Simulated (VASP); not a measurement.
Here is a VASP 6.6.1 calculation.

The input INCAR:

```
SYSTEM = Ba3SrTi4O12
PREC = Accurate
ENCUT = 600
EDIFF = 1E-6
ISMEAR = -1
SIGMA = 0.05
LREAL = Auto
LASPH = .True.
NELM = 120
ALGO = Normal
ISIF = 2
LWAVE = .False.
LCHARG = .True.
GGA = PS
LELF = .True.
LVHAR = .True.
NBANDS = 186
ISYM = 0
GGA_COMPAT = .False.
```

Contents of KPOINTS:

```
Automatic mesh
0
Gamma
  1 1 1
  0.25 0.25 0.25
```

File POSCAR:

```
Ba3SrTi4O12
1.0
    7.9287978351      0.0000000000      0.0000000000
    0.0000000000      7.9287978351      0.0000000000
    0.0000000000      0.0000000000      7.9287978351
Ba Sr Ti O
6 2 8 24
Direct
    0.0027040000      0.0023430000      0.0029360000
    0.0027450000      0.0022960000      0.5029340000
    0.0027540000      0.5023450000      0.0028690000
    0.5027470000      0.0023420000      0.5028750000
    0.5027490000      0.5022970000      0.0029340000
    0.5027030000      0.5023360000      0.5029280000
    0.0064320000      0.5060130000      0.5066460000
    0.5064510000      0.0060250000      0.0066490000
    0.2570180000      0.2573420000      0.2579180000
    0.2577470000      0.2566010000      0.7579200000
    0.2577430000      0.7573340000      0.2571900000
    0.2580610000      0.7576430000      0.7582220000
    0.7580640000      0.2576530000      0.2582390000
    0.7577370000      0.2573250000      0.7572070000
    0.7577540000      0.7566080000      0.2579150000
    0.7570140000      0.7573310000      0.7579160000
    0.2488600000      0.2452180000      0.9951290000
    0.2456180000      0.2484680000      0.4951290000
    0.2480210000      0.7475990000      0.9951550000
    0.2444960000      0.7440830000      0.4948640000
    0.7444970000      0.2440940000      0.9948830000
    0.7480040000      0.2475990000      0.4951660000
    0.7456170000      0.7484510000      0.9951260000
    0.7488780000      0.7452190000      0.4951240000
    0.9949680000      0.2476160000      0.2482220000
    0.9949220000      0.2484440000      0.7458280000
    0.9949330000      0.7452300000      0.2490540000
    0.9946710000      0.7440980000      0.7446890000
    0.4946700000      0.2441080000      0.2447030000
    0.4949280000      0.2452180000      0.7490760000
    0.4949290000      0.7484570000      0.2458210000
    0.4949690000      0.7475950000      0.7481920000
    0.2488690000      0.9945270000      0.2458160000
    0.2480210000      0.9945590000      0.7481980000
    0.2456180000      0.4945260000      0.2490640000
    0.2444950000      0.4942590000      0.7446750000
    0.7445000000      0.9942670000      0.2446890000
    0.7456090000      0.9945210000      0.7490750000
    0.7480290000      0.4945630000      0.2482170000
    0.7488660000      0.4945190000      0.7458140000
```

Potentials or basis: VASP PAW PBE potentials, release 64 (Ba_sv, Sr_sv, Ti_sv, O).

Command:

```bash
$ cat potpaw_PBE.64/Ba_sv/POTCAR potpaw_PBE.64/Sr_sv/POTCAR potpaw_PBE.64/Ti_sv/POTCAR potpaw_PBE.64/O/POTCAR > POTCAR
$ mpirun -np 1 vasp_std > vasp.out
```

Task: Estimate the pressure.

Result: 1.6 GPa.

Task: What does it give for the largest force?

Result: 0.158 eV/Å.

Forces on the atoms (eV/Å):
```
Ba  -0.034 -0.036 -0.032
Ba  -0.032 -0.037 -0.033
Ba  -0.032 -0.035 -0.033
Ba  -0.032 -0.035 -0.033
Ba  -0.033 -0.037 -0.033
Ba  -0.035 -0.035 -0.032
Sr  -0.019 -0.019 -0.020
Sr  -0.019 -0.019 -0.020
Ti  -0.095 -0.086 -0.089
Ti  -0.089 -0.094 -0.089
Ti  -0.089 -0.086 -0.093
Ti  -0.088 -0.080 -0.088
Ti  -0.088 -0.080 -0.088
Ti  -0.089 -0.085 -0.094
Ti  -0.090 -0.095 -0.089
Ti  -0.094 -0.086 -0.090
O    0.065  0.013  0.044
O    0.013  0.064  0.044
O    0.052  0.052  0.052
O    0.010  0.009  0.058
O    0.010  0.009  0.057
O    0.052  0.052  0.053
O    0.014  0.064  0.044
O    0.064  0.013  0.044
O    0.052  0.052  0.052
O    0.044  0.064  0.013
O    0.045  0.013  0.063
O    0.058  0.008  0.011
O    0.058  0.008  0.010
O    0.045  0.013  0.063
O    0.044  0.064  0.013
O    0.052  0.053  0.053
O    0.064  0.044  0.013
O    0.052  0.052  0.053
O    0.014  0.044  0.063
O    0.010  0.056  0.011
O    0.009  0.056  0.010
O    0.014  0.044  0.063
O    0.052  0.052  0.052
O    0.064  0.044  0.013
```

Caveat: the PAW data sets were made with another functional, which shifts forces and pressure a little.
